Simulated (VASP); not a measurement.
Here is a VASP 6.6.1 calculation.

POSCAR

```
Cu
1.0
    0.0000000000      1.7884399170      1.7884399170
    1.7884399170      0.0000000000      1.7884399170
    1.7884399170      1.7884399170      0.0000000000
Cu
1
Direct
    0.0000000000      0.0000000000      0.0000000000
```

Contents of INCAR.step1:

```
PREC     = Accurate       # precision mode
ENCUT    = 520            # plane-wave cutoff, eV
ISMEAR   = 0              # smearing method
SIGMA    = 0.1            # smearing width, eV
LREAL    = F              # projectors in reciprocal space
LASPH    = T              # aspherical terms in the spheres
NELM     = 100            # most SCF steps
NBANDS   = 12             # bands
GGA      = PE             # functional
ALGO     = Normal         # electronic algorithm
EDIFF    = 1E-4           # SCF threshold, eV
LWAVE    = T              # write WAVECAR
LCHARG   = F              # write CHGCAR
```

INCAR.step2

```
PREC     = Accurate       # precision mode
ENCUT    = 520            # plane-wave cutoff, eV
EDIFF    = 1E-6           # SCF threshold, eV
ISMEAR   = 0              # smearing method
SIGMA    = 0.1            # smearing width, eV
LREAL    = F              # projectors in reciprocal space
LASPH    = T              # aspherical terms in the spheres
NELM     = 100            # most SCF steps
ALGO     = Normal         # electronic algorithm
ISIF     = 2              # what is computed and relaxed
LWAVE    = F              # write WAVECAR
LCHARG   = T              # write CHGCAR
METAGGA  = R2SCAN         # meta-GGA
LMIXTAU  = T            
LELF     = T              # ELF
LVHAR    = T            
NBANDS   = 12             # bands
ISTART   = 1
```

The input KPOINTS:

```
regular mesh
0
Gamma
  20 20 20
```

Potentials or basis: VASP PAW PBE potentials, release 64 (Cu).

Command:

```sh
$ cat potpaw_PBE.64/Cu/POTCAR > POTCAR
$ cp INCAR.step1 INCAR
$ mpirun -np 1 vasp_std > vasp.out
$ cp INCAR.step2 INCAR
$ mpirun -np 1 vasp_std > vasp.out
```

(1) What does it give for the band gap on the k mesh?

(2) Estimate the pressure.

## Answers

(1) zero (an odd number of electrons rules out a gap without spin polarisation).

(2) 0.5 GPa.

Caveat: the PAW data sets were made with another functional, which shifts forces and pressure a little.
